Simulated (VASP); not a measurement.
A run of VASP 6.6.1:

INCAR

```
ALGO = Normal
EDIFF = 1E-7
ENCUT = 520
GGA = CA
ISIF = 2
ISMEAR = 0
LASPH = T
LCHARG = T
LELF = T
LREAL = F
LVHAR = T
LWAVE = F
NBANDS = 16
NELM = 60
PREC = Accurate
SIGMA = 0.15
```

Contents of KPOINTS:

```
k-points
0
Gamma
  16 16 16
```

Contents of POSCAR:

```
GaSb
1.0
   -2.8786500000      2.8786500000      1.6002000000
    2.8786500000     -2.8786500000      1.6002000000
    2.8786500000      2.8786500000     -1.6002000000
Ga Sb
1 1
Direct
    0.2500000000      0.7500000000      0.5000000000
    0.0000000000      0.0000000000      0.0000000000
```

Potentials or basis: VASP PAW LDA potentials, release 64 (Ga_d, Sb).

Launch:

```sh
$ cat potpaw_LDA.64/Ga_d/POTCAR potpaw_LDA.64/Sb/POTCAR > POTCAR
$ mpirun -np 1 vasp_std > vasp.out
```

Hardware: 1 thread of Intel(R) Xeon(R) Platinum 8488C (Sapphire Rapids) (shared host).

Question: Estimate the wall time of this run.

Answer: Run time: 5.7 min on 1 thread of Intel(R) Xeon(R) Platinum 8488C (Sapphire Rapids), with other jobs on the host, peak memory 0.41 GiB. Counts: scf iterations 12, k points 349.
